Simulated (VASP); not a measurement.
# CdPd (P4/mmm) in VASP: a series of runs

Runs on CdPd. Level: LDA. Tasks: single point, relaxation of cell and atoms.

All numbers are computed with VASP 6.6.1; they aren't measurements. Logs are shortened: lines on timing, memory, paths and dates and some standing lists are left out, and cuts for length are marked.

## Step 1: The cell of the first run

Symmetry: P4/mmm, No. 123, tetragonal system. The conventional cell has a = 2.969 Å, b = 2.969 Å, c = 3.614 Å, α = 90.00°, β = 90.00°, γ = 90.00°. Cd (site symmetry 4/mmm) has 8 Pd at 2.77 Å and 6 Cd at 2.97 to 3.61 Å within 3.7 Å. Within 3.7 Å of Pd (site symmetry 4/mmm) lie 8 Cd at 2.77 Å and 6 Pd at 2.97 to 3.61 Å.

## Step 2: Single point, LDA

Input file INCAR:

```
SYSTEM = CdPd
PREC = Accurate
ENCUT = 520
EDIFF = 1E-7
ISMEAR = -1
SIGMA = 0.15
LREAL = .FALSE.
LASPH = .TRUE.
NELM = 80
ALGO = Fast
ISIF = 2
LWAVE = .FALSE.
LCHARG = .FALSE.
GGA = CA
NBANDS = 18
```

Input file KPOINTS:

```
regular mesh
0
G
  14 14 12
  0 0 0
```

Input file POSCAR:

```
CdPd
1.0
    2.9688783375      0.0000000000      0.0000000000
    0.0000000000      2.9688783375      0.0000000000
    0.0000000000      0.0000000000      3.6136401709
Cd Pd
1 1
Direct
    0.0000000000      0.0000000000      0.0000000000
    0.5000000000      0.5000000000      0.5000000000
```

Potentials or basis: VASP PAW LDA potentials, release 64 (Cd, Pd).

The run is started by

```sh
cat potpaw_LDA.64/Cd/POTCAR potpaw_LDA.64/Pd/POTCAR > POTCAR
mpirun -np 1 vasp_std > vasp.out
```

OUTCAR:

```text
SYSTEM = CdPd
   PREC = Accurate
   ENCUT = 520
   EDIFF = 1E-7
   ISMEAR = -1
   LREAL = .FALSE.
   LASPH = .TRUE.
   NELM = 80
   ISIF = 2
   GGA = CA

 ion  position               nearest neighbor table
   1  0.000  0.000  0.000-   2 2.77   2 2.77   2 2.77   2 2.77   2 2.77   2 2.77   2 2.77   2 2.77

   2  0.500  0.500  0.500-   1 2.77   1 2.77   1 2.77   1 2.77   1 2.77   1 2.77   1 2.77   1 2.77

  LATTYP: Found a simple tetragonal cell.
 ALAT       =     2.9688783375
 C/A-ratio  =     1.2171735451

  Lattice vectors:

 A1 = (   2.9688783375,   0.0000000000,   0.0000000000)
 A2 = (   0.0000000000,   2.9688783375,   0.0000000000)
 A3 = (   0.0000000000,   0.0000000000,   3.6136401709)

Analysis of symmetry for initial positions (statically):
=====================================================================
 Subroutine PRICEL returns:
 Original cell was already a primitive cell.

 Routine SETGRP: Setting up the symmetry group for a
 simple tetragonal supercell.

 Subroutine GETGRP returns: Found 16 space group operations
 (whereof 16 operations were pure point group operations)
 out of a pool of 16 trial point group operations.

The static configuration has the point symmetry D_4h.

Analysis of symmetry for dynamics (positions and initial velocities):
=====================================================================
 Subroutine PRICEL returns:
 Original cell was already a primitive cell.

 Routine SETGRP: Setting up the symmetry group for a
 simple tetragonal supercell.

 Subroutine GETGRP returns: Found 16 space group operations
 (whereof 16 operations were pure point group operations)
 out of a pool of 16 trial point group operations.

The dynamic configuration has the point symmetry D_4h.

 Subroutine INISYM returns: Found 16 space group operations
 (whereof 16 operations are pure point group operations),
 and found     1 'primitive' translations

----------------------------------------------------------------------------------------

                                     Primitive cell

  volume of cell :      31.8515

  direct lattice vectors                    reciprocal lattice vectors
     2.968878338  0.000000000  0.000000000     0.336827544  0.000000000  0.000000000
     0.000000000  2.968878338  0.000000000     0.000000000  0.336827544  0.000000000
     0.000000000  0.000000000  3.613640171     0.000000000  0.000000000  0.276729268

[... 81 lines left out ...]
   ENCUT  =  520.0 eV  38.22 Ry    6.18 a.u.   5.52  5.52  6.72*2*pi/ulx,y,z
   NELM   =     80;   NELMIN=  2; NELMDL= -5     # of ELM steps
   EDIFF  = 0.1E-06   stopping-criterion for ELM
   LREAL  =      F    real-space projection
   EDIFFG = 0.1E-05   stopping-criterion for IOM
   NSW    =      0    number of steps for IOM
   IBRION =     -1    ionic relax: 0-MD 1-quasi-New 2-CG
   NFREE  =      0    steps in history (QN), initial steepest desc. (CG)
   ISIF   =      2    stress and relaxation
   ISYM   =      2    0-nonsym 1-usesym 2-fastsym
   POTIM  = 0.5000    time-step for ionic-motion
   TEBEG  =    0.0;   TEEND  =   0.0 temperature during run
   PSTRESS=    0.0 pullay stress
   NELECT =      22.0000    total number of electrons
   NUPDOWN=      -1.0000    fix difference up-down
   EMIN   =  10.00;   EMAX   =-10.00  energy-range for DOS
   EFERMI =   0.00;   METHOD = LEGACY
   ISMEAR =    -1;   SIGMA  =   0.15  broadening in eV -4-tet -1-fermi 0-gaus
   EFERMI_NEDOS =   21; number of points for ismear=-14 and -15
   IALGO  =     68    algorithm
   IMIX   =      4    mixing-type and parameters
     AMIX     =   0.40;   BMIX     =  1.00
     AMIX_MAG =   1.60;   BMIX_MAG =  1.00
  volume/ion in A,a.u.               =      15.93       107.47
  Fermi-wavevector in a.u.,A,eV,Ry     =   1.447124  2.734668 28.492894  2.094169
  Thomas-Fermi vector in A             =   2.565115
   LORBIT       =      0    0 simple, 1 ext, 2 COOP (PROOUT), +10 PAW based schemes
   GGA     = CA    functional components
   LHFCALC =     F    Hartree Fock is set to
   AEXX    =    0.0000 exact exchange contribution
   IVDW    =     0    specifies the selected vdW correction
   LEPSILON=     F    determine dielectric tensor
   LRPA    =     F    only Hartree local field effects (RPA)
 non-spin polarized calculation
 RMM-DIIS sequential band-by-band and
  energy-cutoff  :      520.00
  volume of cell :       31.85
 maximum number of plane-waves:       875
 NGX is ok and might be reduce to    24
   NGX = 11   NGY = 11   NGZ = 13

 number of electron      22.0000008 magnetization

 Free energy of the ion-electron system (eV)
  ---------------------------------------------------
  ext. energy  EPLUGINS =         0.00000000
  ---------------------------------------------------
  free energy    TOTEN  =        -8.88480500 eV

  energy without entropy =       -8.84685115  energy(sigma->0) =       -8.86582808

 E-fermi :   6.7257     XC(G=0): -13.0502

 val. band max:        6.6664437774   @ k =   0.4286   0.0714   0.4167
 cond. band min:       6.7616618565   @ k =   0.2143   0.0000   0.3333
 fundamental gap:      0.0952180791
 Fermi energy:         6.7256922873

 k-point     1 :       0.0000    0.0000    0.0000
  band No.  band energies     occupation
      1      -2.8904      2.00000
      2      -2.7497      2.00000
      3      -2.2482      2.00000
      4      -1.7115      2.00000
      5      -1.7115      2.00000
      6      -1.4086      2.00000
[... 481 lines left out ...]
      5      -1.8386      2.00000
      6       1.0541      2.00000
[... 10 lines left out ...]
     17      20.3461      0.00000
     18      20.6585      0.00000

 [... further k-points ...]

------------------------ aborting loop because EDIFF is reached ----------------------------------------

  FORCE on cell =-STRESS in cart. coord.  units (eV):
  Direction    XX          YY          ZZ          XY          YZ          ZX
  --------------------------------------------------------------------------------------
  -------------------------------------------------------------------------------------
  Total        0.2989270      0.2989270      0.3299572      0.0000000     -0.0000000      0.0000000
  in kB       15.0364739     15.0364739     16.5973390      0.0000000     -0.0000000      0.0000000
  external PRESSURE =      15.5567623 kB  Pullay stress =       0.0000000 kB

 VOLUME and BASIS-vectors are now :
 -----------------------------------------------------------------------------
  energy-cutoff  :      520.00
  volume of cell :       31.85
      direct lattice vectors                 reciprocal lattice vectors
     2.968878338  0.000000000  0.000000000     0.336827544  0.000000000  0.000000000
     0.000000000  2.968878338  0.000000000     0.000000000  0.336827544  0.000000000
     0.000000000  0.000000000  3.613640171     0.000000000  0.000000000  0.276729268

 POSITION                                       TOTAL-FORCE (eV/Angst)
 -----------------------------------------------------------------------------------
      0.00000      0.00000      0.00000         0.000000      0.000000      0.000000
      1.48444      1.48444      1.80682         0.000000      0.000000      0.000000
 -----------------------------------------------------------------------------------
    total drift:                                0.000000      0.000000     -0.000000

  FREE ENERGIE OF THE ION-ELECTRON SYSTEM (eV)
  ---------------------------------------------------
  free  energy   TOTEN  =        -8.8848049989 eV

  energy  without entropy=       -8.8468511530  energy(sigma->0) =       -8.86582808
```

stdout:

```text
POSCAR found type information on POSCAR CdPd
 POSCAR found :  2 types and       2 ions
 scaLAPACK will be used
 LDA part: xc-table for (Slater(with rela. corr.)+CA(PZ))
 , standard interpolation
 POSCAR, INCAR and KPOINTS ok, starting setup
 FFT: planning ... GRIDC
 FFT: planning ... GRID_SOFT
 FFT: planning ... GRID
 WAVECAR not read
 entering main loop
```

Run time: 2 min. Hardware: 1 thread of Intel Xeon 8259CL, shared host; peak memory 0.26 GiB.

What came out:

```yaml
Free_energy: -8.8848 eV
Pressure: 1.6 GPa
Band_gap_on_the_k_mesh: zero (bands 11 and 12 overlap by 5.80 eV)
```

Stress tensor (GPa, compression positive):
```
1.50 0.00 0.00
0.00 1.50 0.00
0.00 0.00 1.66
```

Levels at points of the mesh, in eV from the Fermi level:
| k point | band 9 | band 10 | band 11 | band 12 | band 13 | band 14 |
| --- | --- | --- | --- | --- | --- | --- |
| (0.00, 0.00, 0.00) | -1.76 | -1.76 | -1.45 | 2.87 | 8.48 | 8.48 |
| (0.50, 0.00, 0.00) | -3.46 | -2.56 | -2.02 | 0.34 | 10.35 | 10.40 |
| (0.50, 0.50, 0.00) | -2.22 | -0.80 | -0.07 | -0.07 | 5.19 | 5.83 |
| (0.00, 0.00, 0.50) | -2.49 | -2.49 | -1.87 | -1.56 | 13.37 | 13.37 |
| (0.50, 0.00, 0.50) | -1.78 | -1.53 | -1.50 | -0.86 | 3.44 | 4.01 |
| (0.50, 0.50, 0.50) | -1.71 | -0.79 | 4.06 | 5.78 | 5.78 | 5.85 |

## Step 3: Relaxation of cell and atoms, LDA

Input file INCAR:

```
ALGO     = Fast           # electronic algorithm
EDIFF    = 1E-6           # SCF threshold, eV
EDIFFG   = -0.001         # ionic threshold
ENCUT    = 600            # plane-wave cutoff, eV
GGA      = CA             # functional
IBRION   = 2              # ionic algorithm
ISIF     = 3              # what is computed and relaxed
ISMEAR   = -1             # smearing method
LASPH    = T              # aspherical terms in the spheres
LCHARG   = F              # write CHGCAR
LREAL    = F              # projectors in reciprocal space
LWAVE    = F              # write WAVECAR
NELM     = 100            # most SCF steps
NSW      = 80             # ionic steps
PREC     = Accurate       # precision mode
SIGMA    = 0.15           # smearing width, eV
```

Input file KPOINTS:

```
k-points
0
Gamma
  14 14 12
```

Input file POSCAR:

```
CdPd
1.0
    2.9624562280      0.0000000000      0.0000000000
    0.0000000000      2.9624562280      0.0000000000
    0.0000000000      0.0000000000      3.6255987828
Cd Pd
1 1
Direct
    0.0000000000      0.0000000000      0.0000000000
    0.5000000000      0.5000000000      0.5000000000
```

Potentials or basis: VASP PAW LDA potentials, release 64 (Cd, Pd).

The run is started by

```sh
cat potpaw_LDA.64/Cd/POTCAR potpaw_LDA.64/Pd/POTCAR > POTCAR
mpirun -np 1 vasp_std > vasp.out
```

OUTCAR:

```text
EDIFF = 1E-6
   EDIFFG = -0.001
   ENCUT = 600
   GGA = CA
   IBRION = 2
   ISIF = 3
   ISMEAR = -1
   LASPH = T
   LREAL = F
   NELM = 100
   NSW = 80
   PREC = Accurate

 ion  position               nearest neighbor table
   1  0.000  0.000  0.000-   2 2.77   2 2.77   2 2.77   2 2.77   2 2.77   2 2.77   2 2.77   2 2.77

   2  0.500  0.500  0.500-   1 2.77   1 2.77   1 2.77   1 2.77   1 2.77   1 2.77   1 2.77   1 2.77

  LATTYP: Found a simple tetragonal cell.
 ALAT       =     2.9624562280
 C/A-ratio  =     1.2238488956

  Lattice vectors:

 A1 = (   2.9624562280,   0.0000000000,   0.0000000000)
 A2 = (   0.0000000000,   2.9624562280,   0.0000000000)
 A3 = (   0.0000000000,   0.0000000000,   3.6255987828)

Analysis of symmetry for initial positions (statically):
=====================================================================
 Subroutine PRICEL returns:
[... 382 lines left out ...]
      9       4.8615      1.99998
     10       4.8615      1.99998
     11       5.1786      1.99985
     12       9.4245      0.00000
     13      15.0880      0.00000
     14      15.0880      0.00000
[... 401 lines left out ...]
      2      -2.2697      2.00000
      3      -2.2068      2.00000
      4      -1.9835      2.00000
      5      -1.9259      2.00000
      6       0.9888      2.00000
      7       3.4866      2.00000
      8       3.6248      2.00000
      9       3.6413      2.00000
     10       4.5565      2.00000
     11       4.5612      2.00000
     12       8.7136      0.00000
     13      14.1418      0.00000
     14      14.8502      0.00000
     15      16.6602      0.00000

 [... further k-points ...]

------------------------ aborting loop because EDIFF is reached ----------------------------------------

  FORCE on cell =-STRESS in cart. coord.  units (eV):
  Direction    XX          YY          ZZ          XY          YZ          ZX
  --------------------------------------------------------------------------------------
  -------------------------------------------------------------------------------------
  Total       -0.0000330     -0.0000330      0.0000637      0.0000000      0.0000000      0.0000000
  in kB       -0.0016467     -0.0016467      0.0031741      0.0000000      0.0000000      0.0000000
  external PRESSURE =      -0.0000398 kB  Pullay stress =       0.0000000 kB
[... 17 lines left out ...]
  FREE ENERGIE OF THE ION-ELECTRON SYSTEM (eV)
  ---------------------------------------------------
  free  energy   TOTEN  =        -8.8857374023 eV

  energy  without entropy=       -8.8475733292  energy(sigma->0) =       -8.86665537

 reached required accuracy - stopping structural energy minimisation
```

OSZICAR:

```text
N       E                     dE             d eps       ncg     rms          rms(c)
DAV:   1     0.159376020118E+03    0.15938E+03   -0.13531E+04  7696   0.168E+03
DAV:   2    -0.625628992728E+01   -0.16563E+03   -0.15917E+03  7749   0.369E+02
DAV:   3    -0.919422153653E+01   -0.29379E+01   -0.29333E+01  9625   0.594E+01
[... 70 lines left out ...]
       N       E                     dE             d eps       ncg     rms          rms(c)
DAV:   1    -0.888576328420E+01   -0.26290E-04   -0.17433E-03  7973   0.390E-01    0.288E-02
RMM:   2    -0.888574552512E+01    0.17759E-04   -0.74337E-06  7142   0.280E-02    0.159E-02
RMM:   3    -0.888573742772E+01    0.80974E-05   -0.80499E-06  7258   0.241E-02    0.424E-03
RMM:   4    -0.888573740232E+01    0.25399E-07   -0.61319E-07  4077   0.725E-03
  11 F= -.88857374E+01 E0= -.88666554E+01  d E =-.866370E-05
```

CONTCAR:

```text
CdPd
   1.00000000000000
     2.9744145213433981    0.0000000000000000   -0.0000000000000001
     0.0000000000000000    2.9744145213433981   -0.0000000000000000
    -0.0000000000000000    0.0000000000000000    3.6333893243714930
  Cd              Pd
     1     1
Direct
     0.0000000000000000    0.0000000000000000    0.0000000000000000
     0.5000000000000000    0.5000000000000000    0.5000000000000000

  0.00000000E+00  0.00000000E+00  0.00000000E+00
  0.00000000E+00  0.00000000E+00  0.00000000E+00
```

Wall time 7.5 min (1 thread of Intel Xeon 8259CL, shared host); peak memory 0.28 GiB.

What came out:

```
Free energy                           : -8.8857 eV
Relaxed volume                        : 16.07 Å³/atom
Relaxed cell                          : a = 2.974 Å, b = 2.974 Å, c = 3.633 Å, α = 90.00°, β = 90.00°, γ = 90.00°
Space group after relaxing (to 0.1 Å) : P4/mmm (No. 123)
Energy gained by relaxing             : 0.8 meV/atom
Ionic steps                           : 11
Pressure after relaxing               : 0.0 GPa
Band gap on the k mesh                : zero (bands 11 and 12 overlap by 5.73 eV)
```

The path:
| step | energy change (eV) | largest force (eV/Å) | pressure (GPa) | volume (Å³) |
| --- | --- | --- | --- | --- |
| 1 | 0.0000 | 0.0000 | 1.58 | 31.82 |
| 2 | 0.0008 | 0.0000 | -1.92 | 32.55 |
| 3 | -0.0016 | 0.0000 | -0.10 | 32.15 |
| 4 | -0.0016 | 0.0000 | 0.05 | 32.13 |
| 5 | -0.0016 | 0.0000 | 0.06 | 32.14 |
| 6 | -0.0016 | 0.0000 | 0.03 | 32.14 |
| 7 | -0.0016 | 0.0000 | 0.00 | 32.14 |
| 8 | -0.0016 | 0.0000 | -0.01 | 32.14 |
| 9 | -0.0016 | 0.0000 | -0.02 | 32.15 |
| 10 | -0.0016 | 0.0000 | 0.00 | 32.15 |
| 11 | -0.0016 | 0.0000 | 0.00 | 32.15 |

Final structure:
```yaml
crystal:
  lattice:
    - [2.97441, 0.00000, 0.00000]
    - [0.00000, 2.97441, 0.00000]
    - [0.00000, 0.00000, 3.63339]
  atoms:
    - { symbol: Cd, position: [0.00000, 0.00000, 0.00000] }
    - { symbol: Pd, position: [0.50000, 0.50000, 0.50000] }
```

Levels at points of the mesh, in eV from the Fermi level:
```
           k point  band 8  band 9  band 10  band 11  band 12  band 13  band 14  band 15
(0.00, 0.00, 0.00)   -3.26   -1.74    -1.74    -1.43     2.82     8.48     8.48     9.28
(0.50, 0.00, 0.00)   -3.63   -3.43    -2.52    -1.99     0.35    10.24    10.30    10.57
(0.50, 0.50, 0.00)   -2.21   -2.20    -0.78    -0.03    -0.03     5.14     5.80    10.43
(0.00, 0.00, 0.50)   -4.00   -2.45    -2.45    -1.87    -1.53    13.30    13.30    14.10
(0.50, 0.00, 0.50)   -1.99   -1.76    -1.51    -1.49    -0.83     3.38     3.96    14.35
(0.50, 0.50, 0.50)   -4.27   -1.70    -0.77     4.02     5.76     5.76     5.80     5.80
```
